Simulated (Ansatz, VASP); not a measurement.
**Two plane-wave programs on Hg**

File INCAR:

```
PREC = Accurate ; ENCUT = 520
EDIFF = 1E-7 ; ISMEAR = -1
SIGMA = 0.1 ; LREAL = F
LASPH = T ; NELM = 100
ALGO = Normal ; ISIF = 2
LWAVE = F ; LCHARG = F
GGA = PS ; NBANDS = 12
```

Contents of KPOINTS:

```
Automatic mesh
0
Gamma
  18 18 18
```

The input POSCAR:

```
Hg
1.0
    1.8406662084      1.0627091309      2.2800073684
   -1.8406662084      1.0627091309      2.2800073684
    0.0000000000     -2.1254182618      2.2800073684
Hg
1
Direct
    0.0000000000      0.0000000000      0.0000000000
```

Input for Ansatz:

```yaml
crystal:
  lattice:
    - [1.8406662084, 1.0627091309, 2.2800073684]
    - [-1.8406662084, 1.0627091309, 2.2800073684]
    - [0.0, -2.1254182618, 2.2800073684]
  atoms:
    - { symbol: Hg, position: [0.0, 0.0, 0.0] }
hamiltonian:
  xc: pbesol
  pseudopotentials:
    kind: paw
    azcp:
      Hg: "pseudopotentials/Hg.paw.azcp"
basis:
  ecutwfc: 420
  fft_grid_basis: typed
kpoints:
  mp_grid: { grid: [18, 18, 18], shift: [0, 0, 0] }
magnetization:
  spin_polarized: false
scf:
  occupations: { method: fermi_dirac, width: 0.1 }
output:
  stress: true
```

Alike in both runs: task single point; functional PBEsol; k mesh 18 × 18 × 18; occupations fermi-dirac, width 0.1 eV; no spin polarisation.

```csv
,VASP,Ansatz
version,VASP 6.6.1,Ansatz 0.2.0
potentials or method,"VASP PAW PBE potentials, release 64 (Hg), cutoff 520 eV","plane waves (420 eV) with PAW, scalar-relativistic"
valence electrons in the cell,12,20
```

|  | VASP | Ansatz | Ansatz less VASP |
| --- | --- | --- | --- |
| pressure (GPa) | -2.8 | -3.0 | -0.22 |
| traceless stress, the component that is largest in VASP (GPa) | -0.83 | -0.94 | -0.108 |

VASP's potentials were made for PBE, not for PBEsol, and Ansatz warns of the same on its side. VASP's potentials hold 12 valence electrons a cell and Ansatz's 20, so a difference there can come from the potentials and not from the codes.

Neither program's run includes spin-orbit coupling.
